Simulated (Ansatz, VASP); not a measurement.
# Ge: VASP beside Ansatz

Contents of INCAR:

```
SYSTEM = Ge
PREC = Accurate
ENCUT = 500
EDIFF = 1E-6
ISMEAR = 1
SIGMA = 0.025
LREAL = .False.
LASPH = .True.
NELM = 120
ALGO = Normal
ISIF = 2
LWAVE = .False.
LCHARG = .False.
GGA = PE
NBANDS = 13
GGA_COMPAT = .False.
```

The input KPOINTS:

```
regular mesh
0
Gamma
  10 10 10
  0 0 0
```

Contents of POSCAR:

```
Ge
1.0
    0.0000000000      2.0983605250      2.0983605250
    2.0983605250      0.0000000000      2.0983605250
    2.0983605250      2.0983605250      0.0000000000
Ge
1
Direct
   -0.0276072992      0.0047768791      0.0141419650
```

Input for Ansatz:

```yaml
crystal:
  lattice:
    - [0.0, 2.098360525, 2.098360525]
    - [2.098360525, 0.0, 2.098360525]
    - [2.098360525, 2.098360525, 0.0]
  atoms:
    - { symbol: Ge, position: [-0.0276072992, 0.0047768791, 0.014141965] }
basis:
  ecutwfc: 420
kpoints:
  mp_grid: { grid: [10, 10, 10] }
hamiltonian:
  xc: pbe
scf:
  occupations: { method: cold, width: 0.025 }
  n_extra_bands: 20
  max_iter: 71
output:
  forces: true
  stress: true
  eigenvalues: true
```

Alike in both runs: task single point; functional PBE; k mesh 10 × 10 × 10; no spin polarisation.

|  | VASP | Ansatz |
| --- | --- | --- |
| version | VASP 6.6.1 | Ansatz 0.2.0 |
| potentials or method | VASP PAW PBE potentials, release 64 (Ge_d), cutoff 500 eV | scalar-relativistic, plane waves, PAW |
| occupations | methfessel-paxton of order 1, width 0.025 eV | cold, width 0.025 eV |
| valence electrons in the cell | 14 | 14 |

Ansatz gave:

| Property | Result |
| --- | --- |
| gap on the k mesh at the Fermi level (eV) | none |
| pressure (GPa) | 3.7 |

Q: What did VASP give for the same quantities?

A: gap on the k mesh at the Fermi level (eV): none; pressure (GPa): 3.6.

A gap of «none» marks a metal or a gap that the smearing closes.
